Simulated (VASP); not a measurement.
Runs of VASP 6.6.1 on Ni2Ge. The structure is that of space group P6_3/mmc (No. 194), or close to it. The cells are those of the table. 

```tsv
cell	gap on the mesh (eV)	pressure (GPa)
a = 3.738, b = 3.738, c = 5.662 Å, angles 90.0, 90.0, 120.0°, 6 atoms	none	11.1
a = 4.193, b = 4.193, c = 4.499 Å, angles 90.0, 90.0, 120.0°, 6 atoms	none	5.0
a = 4.026, b = 4.026, c = 4.879 Å, angles 90.0, 90.0, 120.0°, 6 atoms	none	(a)
a = 3.908, b = 3.908, c = 5.180 Å, angles 90.0, 90.0, 120.0°, 6 atoms	none	1.7
```

Alike in all rows: task single point; level PBEsol; potentials or basis VASP PAW PBE potentials, release 64 (Ni, Ge_d); no spin polarisation; k mesh 18 × 18 × 10; cutoff (eV) 520; smearing gaussian 0.15 eV.

Q: Estimate the missing entries.

A: (a) -0.3.

Caveats: the PAW data sets were made with another functional, which shifts forces and pressure a little.

A k mesh can miss the band edges, and the runs leave out spin-orbit coupling on Ge.

A gap of «none» marks levels without a gap at the run's occupations.
